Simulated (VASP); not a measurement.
# Al (Pm-3m) in VASP: a series of runs, part 2 of 2

VASP 6.6.1. The steps go on from the part before.

## 3. Density of states, PBEsol (volume scaled by 0.4)

File POSCAR:

```
Al
1.0
    1.9906386326      0.0000000000      0.0000000000
    0.0000000000      1.9906386326      0.0000000000
    0.0000000000      0.0000000000      1.9906386326
Al
1
Direct
    0.0000000000      0.0000000000      0.0000000000
```

File INCAR.step1:

```
ALGO     = Normal         # electronic algorithm
EDIFF    = 1E-6           # SCF threshold, eV
ENCUT    = 520            # plane-wave cutoff, eV
GGA      = PS             # functional
ISIF     = 2              # what is computed and relaxed
ISMEAR   = -1             # smearing method
LASPH    = True           # aspherical terms in the spheres
LCHARG   = True           # write CHGCAR
LREAL    = False          # projectors in reciprocal space
LWAVE    = False          # write WAVECAR
NBANDS   = 8              # bands
NELM     = 100            # most SCF steps
PREC     = Accurate       # precision mode
SIGMA    = 0.08           # smearing width, eV
```

File KPOINTS.step1:

```
k-points
0
Gamma
  16 16 16
```

File INCAR.step2:

```
ALGO     = Normal         # electronic algorithm
EDIFF    = 1E-6           # SCF threshold, eV
ENCUT    = 520            # plane-wave cutoff, eV
GGA      = PS             # functional
ICHARG   = 11             # starting density
ISIF     = 2              # what is computed and relaxed
ISMEAR   = -5             # smearing method
LASPH    = True           # aspherical terms in the spheres
LCHARG   = False          # write CHGCAR
LORBIT   = 11             # projections on sites
LREAL    = False          # projectors in reciprocal space
LWAVE    = False          # write WAVECAR
NEDOS    = 1001           # points of the DOS
NELM     = 100            # most SCF steps
PREC     = Accurate       # precision mode
SIGMA    = 0.08           # smearing width, eV
```

File KPOINTS.step2:

```
k-points
0
Gamma
  24 24 24
```

Potentials or basis: VASP PAW PBE potentials, release 64 (Al).

On the command line:

```console
> cat potpaw_PBE.64/Al/POTCAR > POTCAR
> cp INCAR.step1 INCAR
> cp KPOINTS.step1 KPOINTS
> mpirun -np 1 vasp_std > vasp.out
> cp INCAR.step2 INCAR
> cp KPOINTS.step2 KPOINTS
> mpirun -np 1 vasp_std > vasp.out
```

OUTCAR:

```text
EDIFF = 1E-6
   ENCUT = 520
   GGA = PS
   ICHARG = 11
   ISIF = 2
   ISMEAR = -5
   LASPH = True
   LORBIT = 11
   LREAL = False
   NELM = 100
   PREC = Accurate

 ion  position               nearest neighbor table
   1  0.000  0.000  0.000-

  LATTYP: Found a simple cubic cell.
 ALAT       =     1.9906386326

  Lattice vectors:

 A1 = (   1.9906386326,   0.0000000000,   0.0000000000)
 A2 = (   0.0000000000,   1.9906386326,   0.0000000000)
 A3 = (   0.0000000000,   0.0000000000,   1.9906386326)

Analysis of symmetry for initial positions (statically):
=====================================================================
 Subroutine PRICEL returns:
 Original cell was already a primitive cell.

 Routine SETGRP: Setting up the symmetry group for a
 simple cubic supercell.

 Subroutine GETGRP returns: Found 48 space group operations
 (whereof 48 operations were pure point group operations)
 out of a pool of 48 trial point group operations.

The static configuration has the point symmetry O_h .

Analysis of symmetry for dynamics (positions and initial velocities):
=====================================================================
 Subroutine PRICEL returns:
 Original cell was already a primitive cell.

 Routine SETGRP: Setting up the symmetry group for a
 simple cubic supercell.

 Subroutine GETGRP returns: Found 48 space group operations
 (whereof 48 operations were pure point group operations)
 out of a pool of 48 trial point group operations.

The dynamic configuration has the point symmetry O_h .

 Subroutine INISYM returns: Found 48 space group operations
 (whereof 48 operations are pure point group operations),
 and found     1 'primitive' translations

----------------------------------------------------------------------------------------

                                     Primitive cell

  volume of cell :       7.8882

  direct lattice vectors                    reciprocal lattice vectors
     1.990638633  0.000000000  0.000000000     0.502351348  0.000000000  0.000000000
     0.000000000  1.990638633  0.000000000     0.000000000  0.502351348  0.000000000
     0.000000000  0.000000000  1.990638633     0.000000000  0.000000000  0.502351348

  length of vectors
     1.990638633  1.990638633  1.990638633     0.502351348  0.502351348  0.502351348

  position of ions in fractional coordinates (direct lattice)
     0.000000000  0.000000000  0.000000000

  ion indices of the primitive-cell ions
   primitive index   ion index
                 1           1

----------------------------------------------------------------------------------------

 KPOINTS: k-points

Automatic generation of k-mesh.
 Grid dimensions read from file:
 generate k-points for:   24   24   24

 Generating k-lattice:

  Cartesian coordinates                     Fractional coordinates (reciprocal lattice)
     0.020931306  0.000000000  0.000000000     0.041666667  0.000000000  0.000000000
     0.000000000  0.020931306  0.000000000     0.000000000  0.041666667  0.000000000
     0.000000000  0.000000000  0.020931306     0.000000000  0.000000000  0.041666667

  Length of vectors
     0.020931306  0.020931306  0.020931306

  Shift w.r.t. Gamma in fractional coordinates (k-lattice)
     0.000000000  0.000000000  0.000000000

 TETIRR: Found   6890 inequivalent tetrahedra from    82944

 Subroutine IBZKPT returns following result:
 ===========================================

 Found    455 irreducible k-points:

 Following reciprocal coordinates:
            Coordinates               Weight
  0.000000  0.000000  0.000000      1.000000
  0.041667  0.000000  0.000000      6.000000
  0.083333  0.000000  0.000000      6.000000
  0.125000  0.000000  0.000000      6.000000
  0.166667  0.000000  0.000000      6.000000
  0.208333  0.000000  0.000000      6.000000
[... 16 lines left out ...]
  0.416667  0.041667  0.000000     24.000000
  0.458333  0.041667  0.000000     24.000000
 [... further k-points ...]
   k-points           NKPTS =    455   k-points in BZ     NKDIM =    455   number of bands    NBANDS=      5
   number of dos      NEDOS =   1001   number of ions     NIONS =      1
   total plane-waves  NPLWV =   4096
   dimension x,y,z NGX =    16 NGY =   16 NGZ =   16
   dimension x,y,z NGXF=    32 NGYF=   32 NGZF=   32
   ions per type =               1
   NGX,Y,Z   is equivalent  to a cutoff of  13.36, 13.36, 13.36 a.u.
   NGXF,Y,Z  is equivalent  to a cutoff of  26.72, 26.72, 26.72 a.u.
 SYSTEM =  unknown system
   PREC   = accura    normal or accurate (medium, high low for compatibility)
   ISTART =      0    job   : 0-new  1-cont  2-samecut
   ICHARG =     11    charge: 1-file 2-atom 10-const
   ISPIN  =      1    spin polarized calculation?
   LNONCOLLINEAR =      F non collinear calculations
   LSORBIT =      F    spin-orbit coupling
   LASPH  =      T    aspherical Exc in radial PAW
   ENCUT  =  520.0 eV  38.22 Ry    6.18 a.u.   3.70  3.70  3.70*2*pi/ulx,y,z
   NELM   =    100;   NELMIN=  2; NELMDL=  0     # of ELM steps
   EDIFF  = 0.1E-05   stopping-criterion for ELM
   LREAL  =      F    real-space projection
   EDIFFG = 0.1E-04   stopping-criterion for IOM
   NSW    =      0    number of steps for IOM
   IBRION =     -1    ionic relax: 0-MD 1-quasi-New 2-CG
   NFREE  =      0    steps in history (QN), initial steepest desc. (CG)
   ISIF   =      2    stress and relaxation
   ISYM   =      2    0-nonsym 1-usesym 2-fastsym
   POTIM  = 0.5000    time-step for ionic-motion
   TEBEG  =    0.0;   TEEND  =   0.0 temperature during run
   PSTRESS=    0.0 pullay stress
   NELECT =       3.0000    total number of electrons
   NUPDOWN=      -1.0000    fix difference up-down
   EMIN   =  10.00;   EMAX   =-10.00  energy-range for DOS
   EFERMI =   0.00;   METHOD = LEGACY
   ISMEAR =    -5;   SIGMA  =   0.08  broadening in eV -4-tet -1-fermi 0-gaus
   EFERMI_NEDOS =   21; number of points for ismear=-14 and -15
   IALGO  =     38    algorithm
   IMIX   =      4    mixing-type and parameters
     AMIX     =   0.40;   BMIX     =  1.00
     AMIX_MAG =   1.60;   BMIX_MAG =  1.00
  volume/ion in A,a.u.               =       7.89        53.23
  Fermi-wavevector in a.u.,A,eV,Ry     =   1.186104  2.241412 19.141261  1.406843
  Thomas-Fermi vector in A             =   2.322284
   LORBIT       =     11    0 simple, 1 ext, 2 COOP (PROOUT), +10 PAW based schemes
   GGA     = PS    functional components
   LHFCALC =     F    Hartree Fock is set to
   AEXX    =    0.0000 exact exchange contribution
   IVDW    =     0    specifies the selected vdW correction
   LEPSILON=     F    determine dielectric tensor
   LRPA    =     F    only Hartree local field effects (RPA)
 non-spin polarized calculation
 Fermi weights with tetrahedron method with Bloechl corrections
  energy-cutoff  :      520.00
  volume of cell :        7.89
 maximum number of plane-waves:       228
 NGX is ok and might be reduce to    16

 number of electron       3.0000000 magnetization

 Free energy of the ion-electron system (eV)
  ---------------------------------------------------
  ext. energy  EPLUGINS =         0.00000000
  ---------------------------------------------------
  free energy    TOTEN  =         2.14473636 eV

  energy without entropy =        2.14473636  energy(sigma->0) =        2.14473636

 E-fermi :  18.1656     XC(G=0): -13.3037

 val. band max:       18.3387455038   @ k =   0.5000   0.4583   0.2917
 cond. band min:      17.9904607751   @ k =   0.5000   0.5000   0.1250
 fundamental gap:     -0.3482847288
 Fermi energy:        18.1655883623

 k-point     1 :       0.0000    0.0000    0.0000
  band No.  band energies     occupation
      1       1.2932      2.00000
      2      28.1473      0.00000
      3      28.1473      0.00000
      4      36.7475      0.00000
      5      36.7475      0.00000

 k-point     2 :       0.0417    0.0000    0.0000
  band No.  band energies     occupation
      1       1.3578      2.00000
      2      27.7310      0.00000
      3      28.2036      0.00000
      4      36.7790      0.00000
      5      36.7791      0.00000
[... 169 lines left out ...]
 k-point    24 :       0.4583    0.0417    0.0000
  band No.  band energies     occupation
      1       8.5640      2.00000
      2      11.9998      2.00000
      3      33.0094      0.00000
      4      38.5264      0.00000
      5      39.6651      0.00000

 [... further k-points ...]
[... 5 lines left out ...]
  --------------------------------------------------------------------------------------
  -------------------------------------------------------------------------------------
  Total       16.1605354     16.1605354     16.1605354     -0.0000000     -0.0000000     -0.0000000
  in kB     3282.3814019   3282.3814019   3282.3814019     -0.0000000     -0.0000000     -0.0000000
  external PRESSURE =    3282.3814019 kB  Pullay stress =       0.0000000 kB

 VOLUME and BASIS-vectors are now :
 -----------------------------------------------------------------------------
  energy-cutoff  :      520.00
  volume of cell :        7.89
      direct lattice vectors                 reciprocal lattice vectors
     1.990638633  0.000000000  0.000000000     0.502351348  0.000000000  0.000000000
     0.000000000  1.990638633  0.000000000     0.000000000  0.502351348  0.000000000
     0.000000000  0.000000000  1.990638633     0.000000000  0.000000000  0.502351348

 POSITION                                       TOTAL-FORCE (eV/Angst)
 -----------------------------------------------------------------------------------
      0.00000      0.00000      0.00000         0.000000      0.000000      0.000000
 -----------------------------------------------------------------------------------
    total drift:                                0.000000      0.000000      0.000000

  FREE ENERGIE OF THE ION-ELECTRON SYSTEM (eV)
  ---------------------------------------------------
  free  energy   TOTEN  =         2.1447363585 eV

  energy  without entropy=        2.1447363585  energy(sigma->0) =        2.14473636

 total charge

# of ion       s       p       d       tot
------------------------------------------
    1        0.637   0.789   0.000   1.426
```

It took 28 s on 1 thread of AMD EPYC 7R43 (Zen 3), shared host; peak memory 0.09 GiB.

What came out:

- Valence electrons inside the program's atomic spheres: Al 1.43

Caveat: the PAW data sets were made with another functional, which shifts forces and pressure a little; tetrahedron occupations give inexact forces and stress in metals.

## 4. Density of states, PBEsol (volume scaled by 0.4)

POSCAR is that of step 3.

File INCAR.step1:

```
SYSTEM = Al
PREC = Accurate
ENCUT = 520
EDIFF = 1E-6
ISMEAR = -1
SIGMA = 0.08
LREAL = .False.
LASPH = .True.
NELM = 100
ALGO = Normal
ISIF = 2
LWAVE = .False.
LCHARG = .True.
GGA = PS
NBANDS = 8
```

File KPOINTS.step1:

```
regular mesh
0
Gamma
  16 16 16
  0 0 0
```

File INCAR.step2:

```
SYSTEM = Al
PREC = Accurate
ENCUT = 520
EDIFF = 1E-6
ISMEAR = -5
SIGMA = 0.08
LREAL = .False.
LASPH = .True.
NELM = 100
ALGO = Normal
ISIF = 2
LWAVE = .False.
LCHARG = .False.
GGA = PS
LORBIT = 10
NEDOS = 2001
ICHARG = 11
```

File KPOINTS.step2:

```
regular mesh
0
Gamma
  24 24 24
  0 0 0
```

On the command line:

```console
> cat potpaw_PBE.64/Al/POTCAR > POTCAR
> cp INCAR.step1 INCAR
> cp KPOINTS.step1 KPOINTS
> mpirun -np 1 vasp_std > vasp.out
> cp INCAR.step2 INCAR
> cp KPOINTS.step2 KPOINTS
> mpirun -np 1 vasp_std > vasp.out
```

Wall time 21 s (1 thread of AMD EPYC 7R43 (Zen 3), shared host); peak memory 0.09 GiB.

The run converged. Its results:

```yaml
Valence_electrons_inside_the_program's_atomic_spheres: Al 1.43
```

Levels at points of the mesh, in eV from the Fermi level:
```
           k point  band 1  band 2  band 3  band 4  band 5
(0.00, 0.00, 0.00)  -16.87    9.98    9.98   18.58   18.58
(0.50, 0.00, 0.00)   -8.99   -6.99   15.18   21.54   21.54
(0.50, 0.50, 0.00)   -1.73   -0.58   -0.58    4.40   26.89
(0.50, 0.50, 0.50)    4.92    4.92    4.92    8.19    8.19
```

Caveat: the PAW data sets were made with another functional, which shifts forces and pressure a little; tetrahedron occupations give inexact forces and stress in metals.
